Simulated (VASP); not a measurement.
# Mg3Sb2 (P-3m1) in VASP: further runs

The runs below take Mg3Sb2 through single point, relaxation of cell and atoms, with LDA.

All numbers are computed with VASP 6.6.1; they aren't measurements. Logs are shortened: lines on timing, memory, paths and dates and some standing lists are left out, and cuts for length are marked.

## Step 1: The cell of the first run

It takes space group P-3m1 (No. 164, trigonal). The conventional cell has a = 4.499 Å, b = 4.499 Å, c = 7.119 Å, α = 90.00°, β = 90.00°, γ = 120.00°. Mg (site symmetry 3m) has 4 Sb at 2.79 to 2.90 Å and 6 Mg at 3.21 to 3.69 Å within 3.7 Å. Mg (site symmetry -3m) has 6 Sb at 3.05 Å and 6 Mg at 3.69 Å within 4.0 Å. Sb (site symmetry 3m) has 7 Mg at 2.79 to 3.05 Å within 3.7 Å.

## Step 2: Single point, LDA

Contents of INCAR:

```
SYSTEM = Mg3Sb2
ALGO = Normal ; EDIFF = 1E-6
ENCUT = 600 ; GGA_COMPAT = .FALSE.
ISIF = 2 ; ISMEAR = 0
LASPH = .TRUE. ; LCHARG = .FALSE.
LREAL = .FALSE. ; LWAVE = .FALSE.
NBANDS = 16 ; NELM = 120
PREC = Accurate ; SIGMA = 0.01
```

Contents of KPOINTS:

```
k-points
0
G
  12 12 6
  0 0 0
```

Contents of POSCAR:

```
Mg3Sb2
1.0
    4.4986734137      0.0000000000      0.0000000000
   -2.2493367068      3.8959654596      0.0000000000
    0.0000000000      0.0000000000      7.1187180819
Mg Sb
3 2
Direct
    0.3333333333      0.6666666667      0.6321759617
    0.6666666667      0.3333333333      0.3678240383
    0.0000000000      0.0000000000      0.0000000000
    0.3333333333      0.6666666667      0.2247095464
    0.6666666667      0.3333333333      0.7752904536
```

Potentials or basis: VASP PAW LDA potentials, release 64 (Mg, Sb).

Run with:

```
$ cat potpaw_LDA.64/Mg/POTCAR potpaw_LDA.64/Sb/POTCAR > POTCAR
$ mpirun -np 1 vasp_std > vasp.out
```

OUTCAR:

```text
SYSTEM = Mg3Sb2
   EDIFF = 1E-6
   ENCUT = 600
   ISIF = 2
   ISMEAR = 0
   LASPH = .TRUE.
   LREAL = .FALSE.
   NELM = 120
   PREC = Accurate

 ion  position               nearest neighbor table
   1  0.333  0.667  0.632-   5 2.79   5 2.79   5 2.79   4 2.90   2 3.21   2 3.21   2 3.21
   2  0.667  0.333  0.368-   4 2.79   4 2.79   4 2.79   5 2.90   1 3.21   1 3.21   1 3.21
   3  0.000  0.000  0.000-   4 3.05   5 3.05   4 3.05   5 3.05   5 3.05   4 3.05
   4  0.333  0.667  0.225-   2 2.79   2 2.79   2 2.79   1 2.90   3 3.05   3 3.05   3 3.05
   5  0.667  0.333  0.775-   1 2.79   1 2.79   1 2.79   2 2.90   3 3.05   3 3.05   3 3.05

  LATTYP: Found a hexagonal cell.
 ALAT       =     4.4986734137
 C/A-ratio  =     1.5824038394

  Lattice vectors:

 A1 = (   4.4986734137,   0.0000000000,   0.0000000000)
 A2 = (  -2.2493367068,   3.8959654596,   0.0000000000)
 A3 = (   0.0000000000,   0.0000000000,   7.1187180819)

Analysis of symmetry for initial positions (statically):
=====================================================================
 Subroutine PRICEL returns:
 Original cell was already a primitive cell.

 Routine SETGRP: Setting up the symmetry group for a
 hexagonal supercell.

 Subroutine GETGRP returns: Found 12 space group operations
 (whereof 12 operations were pure point group operations)
 out of a pool of 24 trial point group operations.

The static configuration has the point symmetry D_3d.

Analysis of symmetry for dynamics (positions and initial velocities):
=====================================================================
 Subroutine PRICEL returns:
 Original cell was already a primitive cell.

 Routine SETGRP: Setting up the symmetry group for a
 hexagonal supercell.

 Subroutine GETGRP returns: Found 12 space group operations
 (whereof 12 operations were pure point group operations)
 out of a pool of 24 trial point group operations.

The dynamic configuration has the point symmetry D_3d.

 Subroutine INISYM returns: Found 12 space group operations
 (whereof 12 operations are pure point group operations),
 and found     1 'primitive' translations

----------------------------------------------------------------------------------------

                                     Primitive cell

  volume of cell :     124.7675

  direct lattice vectors                    reciprocal lattice vectors
     4.498673414  0.000000000  0.000000000     0.222287752  0.128337893  0.000000000
    -2.249336707  3.895965460  0.000000000     0.000000000  0.256675787  0.000000000
     0.000000000  0.000000000  7.118718082     0.000000000  0.000000000  0.140474730

  length of vectors
     4.498673414  4.498673414  7.118718082     0.256675787  0.256675787  0.140474730

  position of ions in fractional coordinates (direct lattice)
     0.333333333  0.666666667  0.632175962
     0.666666667  0.333333333  0.367824038
     0.000000000  0.000000000  0.000000000
     0.333333333  0.666666667  0.224709546
     0.666666667  0.333333333  0.775290454

  ion indices of the primitive-cell ions
   primitive index   ion index
                 1           1
                 2           2
                 3           3
                 4           4
                 5           5

----------------------------------------------------------------------------------------

 KPOINTS: k-points

Automatic generation of k-mesh.
 Grid dimensions read from file:
 generate k-points for:   12   12    6

 Generating k-lattice:

  Cartesian coordinates                     Fractional coordinates (reciprocal lattice)
     0.018523979  0.010694824  0.000000000     0.083333333  0.000000000  0.000000000
     0.000000000  0.021389649  0.000000000     0.000000000  0.083333333  0.000000000
     0.000000000  0.000000000  0.023412455     0.000000000  0.000000000  0.166666667

  Length of vectors
     0.021389649  0.021389649  0.023412455

  Shift w.r.t. Gamma in fractional coordinates (k-lattice)
     0.000000000  0.000000000  0.000000000

 Subroutine IBZKPT returns following result:
 ===========================================

 Found    100 irreducible k-points:

 Following reciprocal coordinates:
            Coordinates               Weight
  0.000000  0.000000  0.000000      1.000000
  0.083333  0.000000  0.000000      6.000000
  0.166667  0.000000  0.000000      6.000000
  0.250000  0.000000  0.000000      6.000000
  0.333333 -0.000000  0.000000      6.000000
  0.416667  0.000000  0.000000      6.000000
[... 16 lines left out ...]
  0.166667  0.000000  0.166667      6.000000
  0.000000  0.166667  0.166667      6.000000
 [... further k-points ...]
   k-points           NKPTS =    100   k-points in BZ     NKDIM =    100   number of bands    NBANDS=     16
   number of dos      NEDOS =    301   number of ions     NIONS =      5
   total plane-waves  NPLWV =  77760
   dimension x,y,z NGX =    36 NGY =   36 NGZ =   60
   dimension x,y,z NGXF=    72 NGYF=   72 NGZF=  120
   ions per type =               3   2
   NGX,Y,Z   is equivalent  to a cutoff of  13.30, 13.30, 14.01 a.u.
   NGXF,Y,Z  is equivalent  to a cutoff of  26.61, 26.61, 28.02 a.u.
 SYSTEM =  Mg3Sb2
   PREC   = accura    normal or accurate (medium, high low for compatibility)
   ISTART =      0    job   : 0-new  1-cont  2-samecut
   ICHARG =      2    charge: 1-file 2-atom 10-const
   ISPIN  =      1    spin polarized calculation?
   LNONCOLLINEAR =      F non collinear calculations
   LSORBIT =      F    spin-orbit coupling
   LASPH  =      T    aspherical Exc in radial PAW
   ENCUT  =  600.0 eV  44.10 Ry    6.64 a.u.   8.98  8.98 14.22*2*pi/ulx,y,z
   NELM   =    120;   NELMIN=  2; NELMDL= -5     # of ELM steps
   EDIFF  = 0.1E-05   stopping-criterion for ELM
   LREAL  =      F    real-space projection
   EDIFFG = 0.1E-04   stopping-criterion for IOM
   NSW    =      0    number of steps for IOM
   IBRION =     -1    ionic relax: 0-MD 1-quasi-New 2-CG
   NFREE  =      0    steps in history (QN), initial steepest desc. (CG)
   ISIF   =      2    stress and relaxation
   ISYM   =      2    0-nonsym 1-usesym 2-fastsym
   POTIM  = 0.5000    time-step for ionic-motion
   TEBEG  =    0.0;   TEEND  =   0.0 temperature during run
   PSTRESS=    0.0 pullay stress
   NELECT =      16.0000    total number of electrons
   NUPDOWN=      -1.0000    fix difference up-down
   EMIN   =  10.00;   EMAX   =-10.00  energy-range for DOS
   EFERMI =   0.00;   METHOD = LEGACY
   ISMEAR =     0;   SIGMA  =   0.01  broadening in eV -4-tet -1-fermi 0-gaus
   EFERMI_NEDOS =   21; number of points for ismear=-14 and -15
   IALGO  =     38    algorithm
   IMIX   =      4    mixing-type and parameters
     AMIX     =   0.40;   BMIX     =  1.00
     AMIX_MAG =   1.60;   BMIX_MAG =  1.00
  volume/ion in A,a.u.               =      24.95       168.39
  Fermi-wavevector in a.u.,A,eV,Ry     =   0.825558  1.560079  9.273001  0.681546
  Thomas-Fermi vector in A             =   1.937438
   LORBIT       =      0    0 simple, 1 ext, 2 COOP (PROOUT), +10 PAW based schemes
   GGA     = CA    functional components
   LHFCALC =     F    Hartree Fock is set to
   AEXX    =    0.0000 exact exchange contribution
   IVDW    =     0    specifies the selected vdW correction
   LEPSILON=     F    determine dielectric tensor
   LRPA    =     F    only Hartree local field effects (RPA)
 non-spin polarized calculation
 Gauss-broadening in eV      SIGMA  =   0.01
  energy-cutoff  :      600.00
  volume of cell :      124.77
 maximum number of plane-waves:      4203
   NGX = 17   NGY = 17   NGZ = 29

 number of electron      16.0000001 magnetization

 Free energy of the ion-electron system (eV)
  ---------------------------------------------------
  ext. energy  EPLUGINS =         0.00000000
  ---------------------------------------------------
  free energy    TOTEN  =       -17.09508317 eV

  energy without entropy =      -17.09508317  energy(sigma->0) =      -17.09508317

 E-fermi :   4.7958     XC(G=0):  -9.1708

 val. band max:        4.7532254940   @ k =   0.0000   0.0000   0.0000
 cond. band min:       4.8436273841   @ k =   0.0000   0.4167   0.3333
 fundamental gap:      0.0904018901
 Fermi energy:         4.7957501259

 k-point     1 :       0.0000    0.0000    0.0000
  band No.  band energies     occupation
      1      -5.8601      2.00000
      2      -4.5093      2.00000
      3      -0.4156      2.00000
      4       3.5882      2.00000
      5       3.5882      2.00000
      6       4.3273      2.00000
[... 8 lines left out ...]
     15       8.8573      0.00000
     16       9.7869      0.00000

 k-point     2 :       0.0833    0.0000    0.0000
  band No.  band energies     occupation
      1      -5.8089      2.00000
      2      -4.4785      2.00000
      3      -0.3531      2.00000
      4       3.0737      2.00000
      5       3.4316      2.00000
      6       3.8398      2.00000
[... 8 lines left out ...]
     15       8.8599      0.00000
     16       9.2421      0.00000

 k-point     3 :       0.1667    0.0000    0.0000
  band No.  band energies     occupation
      1      -5.6592      2.00000
      2      -4.3940      2.00000
      3      -0.1676      2.00000
      4       2.1342      2.00000
      5       3.0063      2.00000
      6       3.1135      2.00000
[... 8 lines left out ...]
     15       8.8144      0.00000
     16       9.3743      0.00000

 k-point     4 :       0.2500    0.0000    0.0000
  band No.  band energies     occupation
      1      -5.4231      2.00000
      2      -4.2825      2.00000
      3       0.1309      2.00000
      4       1.2302      2.00000
      5       2.1871      2.00000
      6       2.7931      2.00000
[... 8 lines left out ...]
     15       9.3791      0.00000
     16       9.6631      0.00000

 k-point     5 :       0.3333   -0.0000    0.0000
  band No.  band energies     occupation
      1      -5.1278      2.00000
      2      -4.1928      2.00000
      3       0.3913      2.00000
      4       0.6490      2.00000
      5       1.4863      2.00000
      6       2.5377      2.00000
[... 8 lines left out ...]
     15      10.2710      0.00000
     16      10.3409      0.00000

 k-point     6 :       0.4167    0.0000    0.0000
  band No.  band energies     occupation
      1      -4.8308      2.00000
      2      -4.1810      2.00000
      3       0.0083      2.00000
      4       0.9875      2.00000
      5       1.0430      2.00000
      6       2.3762      2.00000
[... 8 lines left out ...]
     15      10.9879      0.00000
     16      11.3669      0.00000
[... 267 lines left out ...]
 k-point    21 :       0.0833    0.0000    0.1667
  band No.  band energies     occupation
      1      -5.7483      2.00000
      2      -4.6093      2.00000
      3      -0.0886      2.00000
      4       3.1382      2.00000
      5       3.4672      2.00000
      6       3.5337      2.00000
[... 8 lines left out ...]
     15       8.9357      0.00000
     16       9.3367      0.00000

 k-point    22 :       0.0000    0.0833    0.1667
  band No.  band energies     occupation
      1      -5.7484      2.00000
      2      -4.6091      2.00000
      3      -0.0903      2.00000
      4       3.1166      2.00000
      5       3.4983      2.00000
      6       3.5775      2.00000
[... 8 lines left out ...]
     15       8.9560      0.00000
     16       9.3894      0.00000

 k-point    23 :       0.1667    0.0000    0.1667
  band No.  band energies     occupation
      1      -5.6000      2.00000
      2      -4.5156      2.00000
      3       0.0729      2.00000
      4       2.2005      2.00000
      5       2.7628      2.00000
      6       3.1564      2.00000
[... 8 lines left out ...]
     15       9.2052      0.00000
     16       9.3187      0.00000

 k-point    24 :       0.0000    0.1667    0.1667
  band No.  band energies     occupation
      1      -5.6006      2.00000
      2      -4.5141      2.00000
      3       0.0555      2.00000
      4       2.2165      2.00000
      5       2.8321      2.00000
      6       3.1858      2.00000
[... 8 lines left out ...]
     15       8.8156      0.00000
     16       9.5953      0.00000

 [... further k-points ...]
[... 5 lines left out ...]
  --------------------------------------------------------------------------------------
  -------------------------------------------------------------------------------------
  Total       -0.0068364     -0.0068364     -0.0123562     -0.0000000     -0.0000000      0.0000000
  in kB       -0.0877882     -0.0877882     -0.1586699     -0.0000000     -0.0000000      0.0000000
  external PRESSURE =      -0.1114155 kB  Pullay stress =       0.0000000 kB

 VOLUME and BASIS-vectors are now :
 -----------------------------------------------------------------------------
  energy-cutoff  :      600.00
  volume of cell :      124.77
      direct lattice vectors                 reciprocal lattice vectors
     4.498673414  0.000000000  0.000000000     0.222287752  0.128337893  0.000000000
    -2.249336707  3.895965460  0.000000000     0.000000000  0.256675787  0.000000000
     0.000000000  0.000000000  7.118718082     0.000000000  0.000000000  0.140474730

 POSITION                                       TOTAL-FORCE (eV/Angst)
 -----------------------------------------------------------------------------------
     -0.00000      2.59731      4.50028        -0.000000     -0.000000     -0.001660
      2.24934      1.29866      2.61844        -0.000000      0.000000      0.001660
      0.00000      0.00000      0.00000        -0.000000      0.000000      0.000000
     -0.00000      2.59731      1.59964         0.000000      0.000000     -0.026569
      2.24934      1.29866      5.51907        -0.000000      0.000000      0.026569
 -----------------------------------------------------------------------------------
    total drift:                                0.000000     -0.000000      0.000000

  FREE ENERGIE OF THE ION-ELECTRON SYSTEM (eV)
  ---------------------------------------------------
  free  energy   TOTEN  =       -17.0950831686 eV

  energy  without entropy=      -17.0950831686  energy(sigma->0) =      -17.09508317
```

It took 4.3 min on 1 thread of Oxide Virtual Turin-like, shared host; peak memory 0.36 GiB.

Results:

```yaml
Free_energy: -17.0951 eV
Pressure: 0.0 GPa
Largest_force: 0.027 eV/Å
Band_gap_on_the_k_mesh: 0.09 eV (least direct gap 1.23 eV)
```

Forces on the atoms (eV/Å):
```
Mg   0.000  0.000 -0.002
Mg   0.000  0.000  0.002
Mg   0.000  0.000  0.000
Sb   0.000  0.000 -0.027
Sb   0.000  0.000  0.027
```

Caveat: semilocal functionals underestimate gaps, and a narrow one can read as zero; spin-orbit coupling is left out, which moves the levels of the heavy elements. A k mesh can miss the band edges.

## Step 3: Relaxation of cell and atoms, LDA

This run uses another cell than the first one, of 26.59 Å³/atom.

Contents of INCAR:

```
SYSTEM = Mg3Sb2
  PREC = Accurate
  ENCUT = 600
  EDIFF = 1E-7
  ISMEAR = 0
  SIGMA = 0.01
  LREAL = .False.
  LASPH = .True.
  NELM = 120
  ALGO = Normal
  ISIF = 3
  LWAVE = .False.
  LCHARG = .False.
  GGA = CA
  IBRION = 2
  NSW = 70
  EDIFFG = -0.005
  GGA_COMPAT = .False.
  NELMIN = 4
```

Contents of KPOINTS:

```
Automatic mesh
0
Gamma
  12 12 6
  0 0 0
```

Contents of POSCAR:

```
Mg3Sb2
1.0
    4.5938676660      0.0000000000      0.0000000000
   -2.2969338330      3.9784061003      0.0000000000
    0.0000000000      0.0000000000      7.2742753392
Mg Sb
3 2
Direct
    0.3333333333      0.6666666667      0.6319626151
    0.6666666667      0.3333333333      0.3680373849
    0.0000000000      0.0000000000      0.0000000000
    0.3333333333      0.6666666667      0.2256274637
    0.6666666667      0.3333333333      0.7743725363
```

Potentials or basis: VASP PAW LDA potentials, release 64 (Mg, Sb).

Run with:

```
$ cat potpaw_LDA.64/Mg/POTCAR potpaw_LDA.64/Sb/POTCAR > POTCAR
$ mpirun -np 1 vasp_std > vasp.out
```

It took 22 min on 1 thread of Oxide Virtual Turin-like, shared host; peak memory 0.37 GiB.

It converged, with:

```
Free energy                           : -17.0954 eV
Relaxed volume                        : 24.93 Å³/atom
Relaxed cell                          : a = 4.498 Å, b = 4.498 Å, c = 7.115 Å, α = 90.00°, β = 90.00°, γ = 120.00°
Space group after relaxing (to 0.1 Å) : P-3m1 (No. 164)
Energy gained by relaxing             : 15.2 meV/atom
Ionic steps                           : 8
Pressure after relaxing               : 0.0 GPa
Largest force after relaxing          : 0.004 eV/Å
Band gap on the k mesh                : 0.08 eV (least direct gap 1.23 eV)
```

Forces in eV/Å, atoms in the order of the input:
```
Mg   0.000  0.000 -0.004
Mg   0.000  0.000  0.004
Mg   0.000  0.000  0.000
Sb   0.000  0.000  0.000
Sb   0.000  0.000  0.000
```

Step by step:
| step | energy change (eV) | largest force (eV/Å) | pressure (GPa) | volume (Å³) |
| --- | --- | --- | --- | --- |
| 1 | 0.0000 | 0.0778 | -2.81 | 132.95 |
| 2 | -0.0738 | 0.1042 | 0.30 | 124.19 |
| 3 | -0.0745 | 0.0870 | -0.01 | 124.92 |
| 4 | -0.0744 | 0.0835 | -0.07 | 125.08 |
| 5 | -0.0751 | 0.0589 | -0.07 | 125.00 |
| 6 | -0.0757 | 0.0061 | -0.06 | 124.80 |
| 7 | -0.0758 | 0.0034 | 0.04 | 124.57 |
| 8 | -0.0758 | 0.0044 | 0.00 | 124.65 |

Final structure:
```
Mg Sb
1.0
     4.49777    0.00000    0.00000
    -2.24888    3.89518    0.00000
     0.00000    0.00000    7.11511
Mg Sb
3 2
Cartesian
  0.0000 2.5968 4.4979
  2.2489 1.2984 2.6172
  0.0000 0.0000 0.0000
  0.0000 2.5968 1.5944
  2.2489 1.2984 5.5207
```

Levels at points of the mesh, in eV from the valence-band top:
| k point | band 6 | band 7 | band 8 | band 9 | band 10 | band 11 |
| --- | --- | --- | --- | --- | --- | --- |
| (0.00, 0.00, 0.00) | -0.43 | -0.43 | 0.00 | 1.23 | 1.23 | 3.04 |
| (0.50, 0.00, 0.00) | -2.44 | -2.34 | -0.95 | 0.31 | 1.98 | 2.11 |
| (0.00, 0.00, 0.50) | -0.82 | -0.80 | -0.80 | 1.78 | 1.93 | 2.69 |
| (0.50, 0.00, 0.50) | -1.76 | -1.72 | -1.64 | 0.45 | 1.24 | 1.70 |

Caveat: semilocal functionals underestimate gaps, and a narrow one can read as zero; spin-orbit coupling is left out, which moves the levels of the heavy elements. Zero-point motion and thermal expansion aren't in these numbers.
